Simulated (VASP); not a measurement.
Crystal: SnPb5O6.

```
Sn Pb O
1.0
     3.97956    0.00000    0.00000
     0.00000    3.97956    0.00000
     0.00000    0.00000   14.99066
Sn Pb O
1 5 6
Direct
  0.00000 0.00000 0.74667
  0.00000 0.00000 0.08000
  0.00000 0.00000 0.41333
  0.50000 0.50000 0.25333
  0.50000 0.50000 0.58667
  0.50000 0.50000 0.92000
  0.00000 0.50000 0.00000
  0.00000 0.50000 0.33333
  0.00000 0.50000 0.66667
  0.50000 0.00000 0.00000
  0.50000 0.00000 0.33333
  0.50000 0.00000 0.66667
```

```yaml
Program: VASP 6.6.1
Task: relaxation of cell and atoms
Functional: PBE
Potentials_or_basis: VASP PAW PBE potentials, release 64 (Sn_d, Pb_d, O)
Cutoff: 600 eV
k_mesh: 4 × 4 × 1
Occupations: gaussian, width 0.1 eV
Spin: no spin polarisation
```

At the start: pressure 2.1 GPa; volume 19.78 Å³/atom.

How do energy, volume and symmetry change on relaxing?

Over 16 steps the energy falls by 18.8 meV/atom and the volume is 22.11 Å³/atom (+11.8 %); space group P4mm (No. 99, to 0.1 Å) before and after.

Step by step:
| step | energy change (eV) | largest force (eV/Å) | pressure (GPa) | volume (Å³) |
| --- | --- | --- | --- | --- |
| 1 | 0.0000 | 1.1937 | 2.12 | 237.41 |
| 2 | -0.1106 | 0.5992 | -0.81 | 246.49 |
| 3 | -0.1114 | 0.6458 | -0.60 | 245.74 |
| 4 | -0.1501 | 0.2288 | 0.38 | 245.80 |
| 5 | -0.1502 | 0.2103 | 0.43 | 245.81 |
| 6 | -0.1631 | 0.1259 | 0.29 | 247.76 |
| 7 | -0.1745 | 0.2100 | -0.02 | 252.24 |
| 8 | -0.1837 | 0.1755 | -0.05 | 253.52 |
| 9 | -0.2032 | 0.0983 | -0.11 | 257.37 |
| 10 | -0.2075 | 0.3575 | -0.10 | 265.04 |
| 11 | -0.2112 | 0.2234 | -0.11 | 262.08 |
| 12 | -0.2214 | 0.1308 | -0.04 | 263.52 |
| 13 | -0.2252 | 0.0544 | 0.05 | 265.46 |
| 14 | -0.2255 | 0.0479 | 0.02 | 265.12 |
| 15 | -0.2255 | 0.0468 | 0.03 | 265.06 |
| 16 | -0.2257 | 0.0188 | -0.04 | 265.31 |

Final structure:
```cif
data_structure
_symmetry_space_group_name_H-M 'P 1'
_symmetry_Int_Tables_number 1
_cell_length_a 4.0222
_cell_length_b 4.0222
_cell_length_c 16.3992
_cell_angle_alpha 90.000
_cell_angle_beta 90.000
_cell_angle_gamma 90.000
_cell_volume 265.31
loop_
_atom_site_label
_atom_site_type_symbol
_atom_site_fract_x
_atom_site_fract_y
_atom_site_fract_z
_atom_site_occupancy
Sn1 Sn 0.00000 0.00000 0.73628 1
Pb1 Pb 0.00000 0.00000 0.07174 1
Pb2 Pb 0.00000 0.00000 0.40657 1
Pb3 Pb 0.50000 0.50000 0.25965 1
Pb4 Pb 0.50000 0.50000 0.59488 1
Pb5 Pb 0.50000 0.50000 0.92470 1
O1 O 0.00000 0.50000 0.99926 1
O2 O 0.00000 0.50000 0.33407 1
O3 O 0.00000 0.50000 0.66976 1
O4 O 0.50000 0.00000 0.99926 1
O5 O 0.50000 0.00000 0.33407 1
O6 O 0.50000 0.00000 0.66976 1
```
